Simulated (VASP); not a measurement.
# TiN (Fm-3m) in VASP: further runs, part 2 of 2

VASP 6.6.1. The steps go on from the part before.

## (3) Single point, PBEsol, collinear spin (8.54 Å³/atom)

Contents of INCAR:

```
PREC = Accurate
ENCUT = 520
EDIFF = 1E-7
ISMEAR = 0
SIGMA = 0.15
LREAL = False
LASPH = True
NELM = 150
ALGO = Normal
ISIF = 2
LWAVE = False
LCHARG = False
ISPIN = 2
MAGMOM = 0.375 0
LORBIT = 11
NUPDOWN = 0.375
LMAXMIX = 4
GGA = PS
NBANDS = 20
```

Contents of KPOINTS:

```
regular mesh
0
Gamma
  20 20 20
```

Contents of POSCAR:

```
TiN
1.0
    0.0000000000      2.0443429201      2.0443429201
    2.0443429201      0.0000000000      2.0443429201
    2.0443429201      2.0443429201      0.0000000000
Ti N
1 1
Direct
    0.0000000000      0.0000000000      0.0000000000
    0.5000000000      0.5000000000      0.5000000000
```

Potentials or basis: VASP PAW PBE potentials, release 64 (Ti_sv, N).

Started as:

```
$ cat potpaw_PBE.64/Ti_sv/POTCAR potpaw_PBE.64/N/POTCAR > POTCAR
$ mpirun -np 1 vasp_std > vasp.out
```

OUTCAR:

```text
PREC = Accurate
   ENCUT = 520
   EDIFF = 1E-7
   ISMEAR = 0
   LREAL = False
   LASPH = True
   NELM = 150
   ISIF = 2
   ISPIN = 2
   LORBIT = 11
   NUPDOWN = 0.375
   GGA = PS

 ion  position               nearest neighbor table
   1  0.000  0.000  0.000-   2 2.04   2 2.04   2 2.04   2 2.04   2 2.04   2 2.04
   2  0.500  0.500  0.500-   1 2.04   1 2.04   1 2.04   1 2.04   1 2.04   1 2.04

  LATTYP: Found a face centered cubic cell.
 ALAT       =     4.0886858402

  Lattice vectors:

 A1 = (   0.0000000000,   2.0443429201,   2.0443429201)
 A2 = (   2.0443429201,   0.0000000000,   2.0443429201)
 A3 = (   2.0443429201,   2.0443429201,   0.0000000000)

Analysis of symmetry for initial positions (statically):
=====================================================================
 Subroutine PRICEL returns:
 Original cell was already a primitive cell.

 Routine SETGRP: Setting up the symmetry group for a
 face centered cubic supercell.

[... 750 lines left out ...]
      3     -20.4149      1.00000
      4     -20.4149      1.00000
      5      -4.7938      1.00000
      6      10.7456      1.00000
[... 541 lines left out ...]
     19      38.3724      0.00000
     20      40.3809      0.00000

 [... further k-points ...]

------------------------ aborting loop because EDIFF is reached ----------------------------------------

  FORCE on cell =-STRESS in cart. coord.  units (eV):
  Direction    XX          YY          ZZ          XY          YZ          ZX
  --------------------------------------------------------------------------------------
  -------------------------------------------------------------------------------------
  Total        3.3845050      3.3845050      3.3845050     -0.0000000     -0.0000000      0.0000000
  in kB      317.3324677    317.3324677    317.3324677     -0.0000000     -0.0000000      0.0000000
  external PRESSURE =     317.3324677 kB  Pullay stress =       0.0000000 kB

 VOLUME and BASIS-vectors are now :
 -----------------------------------------------------------------------------
  energy-cutoff  :      520.00
  volume of cell :       17.09
      direct lattice vectors                 reciprocal lattice vectors
     0.000000000  2.044342920  2.044342920    -0.244577363  0.244577363  0.244577363
     2.044342920  0.000000000  2.044342920     0.244577363 -0.244577363  0.244577363
     2.044342920  2.044342920  0.000000000     0.244577363  0.244577363 -0.244577363

 POSITION                                       TOTAL-FORCE (eV/Angst)
 -----------------------------------------------------------------------------------
      0.00000      0.00000      0.00000        -0.000000     -0.000000      0.000000
      2.04434      2.04434      2.04434         0.000000      0.000000     -0.000000
 -----------------------------------------------------------------------------------
    total drift:                                0.000000     -0.000000     -0.000000

  FREE ENERGIE OF THE ION-ELECTRON SYSTEM (eV)
  ---------------------------------------------------
  free  energy   TOTEN  =       -20.5768321072 eV

  energy  without entropy=      -20.5687878183  energy(sigma->0) =      -20.57280996

 total charge

# of ion       s       p       d       tot
------------------------------------------
    1        2.212   6.300   2.127  10.639
    2        1.251   2.565   0.000   3.816
--------------------------------------------------
tot          3.462   8.865   2.127  14.455

 magnetization (x)

# of ion       s       p       d       tot
------------------------------------------
    1        0.003   0.002   0.277   0.282
    2        0.000   0.025   0.000   0.026
--------------------------------------------------
tot          0.003   0.028   0.277   0.308
```

Wall time 3.6 min (1 thread of Intel Xeon 8259CL, shared host); peak memory 0.26 GiB.

Results:

```yaml
Free_energy: -20.5768 eV
Pressure: 31.7 GPa
Net_moment: 0.38 μB per cell
Site_moments: Ti +0.28; N +0.03 μB
Valence_electrons_inside_the_program's_atomic_spheres: Ti 10.64; N 3.82
```

Caveat: the cell stands under pressure; the PAW data sets were made with another functional, which shifts forces and pressure a little; the total moment is fixed, so each spin has its own Fermi level and the state may be an excited one.

## (4) Single point, PBEsol, collinear spin (8.54 Å³/atom)

Contents of INCAR:

```
SYSTEM = TiN
PREC = Accurate ; ENCUT = 520
EDIFF = 1E-6 ; ISMEAR = 0
SIGMA = 0.15 ; LREAL = .FALSE.
LASPH = .TRUE. ; NELM = 150
ALGO = Normal ; ISIF = 2
LWAVE = .FALSE. ; LCHARG = .TRUE.
ISPIN = 2 ; MAGMOM = 0.125 0
LORBIT = 11 ; NUPDOWN = 0.125
LMAXMIX = 4 ; GGA = PS
LELF = .TRUE. ; LVHAR = .TRUE.
NBANDS = 20
```

Contents of KPOINTS:

```
regular mesh
0
G
  20 20 20
  0 0 0
```

POSCAR is that of step 3.

Started as:

```
$ cat potpaw_PBE.64/Ti_sv/POTCAR potpaw_PBE.64/N/POTCAR > POTCAR
$ mpirun -np 1 vasp_std > vasp.out
```

Run time: 3.7 min. Hardware: 1 thread of Intel Xeon 8259CL, shared host; peak memory 0.26 GiB.

The run converged. Its results:

| Item | Value |
| --- | --- |
| Free energy | -20.6415 eV |
| Pressure | 30.5 GPa |
| Net moment | 0.12 μB per cell |
| Site moments | Ti +0.10; N +0.01 μB |
| Valence electrons inside the program's atomic spheres | Ti 10.64; N 3.81 |

Caveat: the cell stands under pressure; the PAW data sets were made with another functional, which shifts forces and pressure a little; the total moment is fixed, so each spin has its own Fermi level and the state may be an excited one.

## (5) Single point, PBEsol, collinear spin (8.92 Å³/atom)

This run uses another cell than the first one, of 8.92 Å³/atom.

Contents of INCAR:

```
SYSTEM = TiN
PREC = Accurate
ENCUT = 520
EDIFF = 1E-7
ISMEAR = 0
SIGMA = 0.15
LREAL = .False.
LASPH = .True.
NELM = 150
ALGO = Normal
ISIF = 2
LWAVE = .False.
LCHARG = .False.
ISPIN = 2
MAGMOM = 0.25 0
LORBIT = 11
NUPDOWN = 0.25
LMAXMIX = 4
GGA = PS
NBANDS = 20
```

Contents of KPOINTS:

```
Automatic mesh
0
Gamma
  20 20 20
  0 0 0
```

Contents of POSCAR:

```
TiN
1.0
    0.0000000000      2.0735146868      2.0735146868
    2.0735146868      0.0000000000      2.0735146868
    2.0735146868      2.0735146868      0.0000000000
Ti N
1 1
Direct
    0.0000000000      0.0000000000      0.0000000000
    0.5000000000      0.5000000000      0.5000000000
```

Started as:

```
$ cat potpaw_PBE.64/Ti_sv/POTCAR potpaw_PBE.64/N/POTCAR > POTCAR
$ mpirun -np 1 vasp_std > vasp.out
```

It took 4.4 min on 1 thread of Intel Xeon 8259CL, shared host; peak memory 0.27 GiB.

It converged, with:

| Item | Value |
| --- | --- |
| Free energy | -20.7217 eV |
| Pressure | 14.5 GPa |
| Net moment | 0.25 μB per cell |
| Site moments | Ti +0.19; N +0.01 μB |
| Valence electrons inside the program's atomic spheres | Ti 10.54; N 3.78 |

Caveat: the cell stands under pressure; the PAW data sets were made with another functional, which shifts forces and pressure a little; the total moment is fixed, so each spin has its own Fermi level and the state may be an excited one.

## (6) Single point, PBEsol, collinear spin (9.66 Å³/atom)

This run uses another cell than the first one, of 9.66 Å³/atom.

INCAR, as its differences from that of step 5:

```diff
@@ -12,9 +12,11 @@
 LWAVE = .False.
-LCHARG = .False.
+LCHARG = .True.
 ISPIN = 2
-MAGMOM = 0.25 0
+MAGMOM = 0.375 0
 LORBIT = 11
-NUPDOWN = 0.25
+NUPDOWN = 0.375
 LMAXMIX = 4
 GGA = PS
+LELF = .True.
+LVHAR = .True.
 NBANDS = 20
```

KPOINTS is that of step 5.

Contents of POSCAR:

```
TiN
1.0
    0.0000000000      2.1295887000      2.1295887000
    2.1295887000      0.0000000000      2.1295887000
    2.1295887000      2.1295887000      0.0000000000
Ti N
1 1
Direct
    0.0000000000      0.0000000000      0.0000000000
    0.5000000000      0.5000000000      0.5000000000
```

Potentials or basis: VASP PAW PBE potentials, release 64 (Ti_sv, N).

Started as:

```
$ cat potpaw_PBE.64/Ti_sv/POTCAR potpaw_PBE.64/N/POTCAR > POTCAR
$ mpirun -np 1 vasp_std > vasp.out
```

Run time: 4.7 min. Hardware: 1 thread of Intel Xeon 8259CL, shared host; peak memory 0.27 GiB.

Results (log left out):

| Quantity | Value |
| --- | --- |
| Free energy | -20.7058 eV |
| Pressure | -9.3 GPa |
| Net moment | 0.38 μB per cell |
| Site moments | Ti +0.29; N +0.02 μB |
| Valence electrons inside the program's atomic spheres | Ti 10.37; N 3.72 |

Caveat: the cell stands under tension; the PAW data sets were made with another functional, which shifts forces and pressure a little; the total moment is fixed, so each spin has its own Fermi level and the state may be an excited one.

## (7) Overview

```csv
fixed moment (μB),cell,pressure (GPa),moment (μB)
0.625,"a = 2.891 Å, angles 60.0°, 2 atoms",34.1,0.62
0.375,"a = 2.891 Å, angles 60.0°, 2 atoms",31.7,0.38
0.125,"a = 2.891 Å, angles 60.0°, 2 atoms",30.5,0.12
0.25,"a = 2.932 Å, angles 60.0°, 2 atoms",14.5,0.25
0.375,"a = 3.012 Å, angles 60.0°, 2 atoms",-9.3,0.38
```

Alike in all rows: task single point; level PBEsol; potentials or basis VASP PAW PBE potentials, release 64 (Ti_sv, N); spin collinear; k mesh 20 × 20 × 20; cutoff (eV) 520; smearing gaussian 0.15 eV.

Caveats: the PAW data sets were made with another functional, which shifts forces and pressure a little; the total moment is fixed, so each spin has its own Fermi level and the state may be an excited one; the cell stands under pressure (at least some runs); the cell stands under tension (at least some runs).

Total energies depend on the potentials used, so only differences within one code and one set of settings carry meaning.
